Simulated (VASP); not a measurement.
Set up this calculation in VASP 6.6.1, as the native input.

```
Task                   : relaxation of cell and atoms
Functional             : r2SCAN
Potentials or basis    : VASP PAW PBE potentials, release 64 (Pt, Se)
Cutoff                 : 600 eV
k mesh                 : 9 × 9 × 6
Occupations            : gaussian, width 0.02 eV
Spin                   : no spin polarisation
Dipole correction      : no
Further INCAR settings : ALGO = Normal; EDIFF = 1e-07; IBRION = 2; EDIFFG = -0.01; NSW = 100; ISIF = 3
```

Crystal: PtSe2.

```xyz
3
Lattice="3.7173 0.0000 0.0000 -1.8587 3.2193 0.0000 0.0000 0.0000 5.8201" Properties=species:S:1:pos:R:3 pbc="T T T"
Pt    0.0000    0.0000    0.0000
Se    1.8587    1.0731    4.5083
Se    0.0000    2.1462    1.3118
```

These files were run (other wordings do the same):

POSCAR

```
PtSe2
1.0
    3.7173065480      0.0000000000      0.0000000000
   -1.8586532740      3.2192819042      0.0000000000
    0.0000000000      0.0000000000      5.8200740200
Pt Se
1 2
Direct
    0.0000000000      0.0000000000      0.0000000000
    0.6666666700      0.3333333300      0.7746118400
    0.3333333300      0.6666666700      0.2253881600
```

INCAR.step1

```
SYSTEM = PtSe2
PREC = Accurate ; ENCUT = 600
ISMEAR = 0 ; SIGMA = 0.02
LREAL = .FALSE. ; LASPH = .TRUE.
NELM = 100 ; GGA = PE
ALGO = Normal ; EDIFF = 1E-4
LWAVE = .TRUE. ; LCHARG = .FALSE.
```

INCAR.step2

```
SYSTEM = PtSe2
PREC = Accurate ; ENCUT = 600
EDIFF = 1E-7 ; ISMEAR = 0
SIGMA = 0.02 ; LREAL = .FALSE.
LASPH = .TRUE. ; NELM = 100
ALGO = Normal ; ISIF = 3
LWAVE = .FALSE. ; LCHARG = .FALSE.
METAGGA = R2SCAN ; LMIXTAU = .TRUE.
IBRION = 2 ; NSW = 100
EDIFFG = -0.01 ; ISTART = 1
```

KPOINTS

```
Automatic mesh
0
G
  9 9 6
  0 0 0
```

Potentials or basis: VASP PAW PBE potentials, release 64 (Pt, Se).

Run with:

```sh
$ cat potpaw_PBE.64/Pt/POTCAR potpaw_PBE.64/Se/POTCAR > POTCAR
$ cp INCAR.step1 INCAR
$ mpirun -np 1 vasp_std > vasp.out
$ cp INCAR.step2 INCAR
$ mpirun -np 1 vasp_std > vasp.out
```

Results of the run:

```yaml
Relaxed_volume: 23.23 Å³/atom
Relaxed_cell: a = 3.718 Å, b = 3.718 Å, c = 5.820 Å, α = 90.00°, β = 90.00°, γ = 120.00°
Space_group_after_relaxing_to_0.05_Å: P-3m1 (No. 164)
Energy_gained_by_relaxing: 0.0 meV/atom
Ionic_steps: 3
Pressure_after_relaxing: 0.0 GPa
Largest_force_after_relaxing: 0.003 eV/Å
Band_gap_on_the_k_mesh: 0.71 eV, indirect (least direct gap 1.05 eV)
```

Caveat: the PAW data sets were made with another functional, which shifts forces and pressure a little; spin-orbit coupling is left out, which moves the levels of the heavy elements.

Wall time 6.7 min on 1 thread of Intel(R) Xeon(R) Platinum 8488C (Sapphire Rapids), on a shared host, peak memory 0.29 GiB.
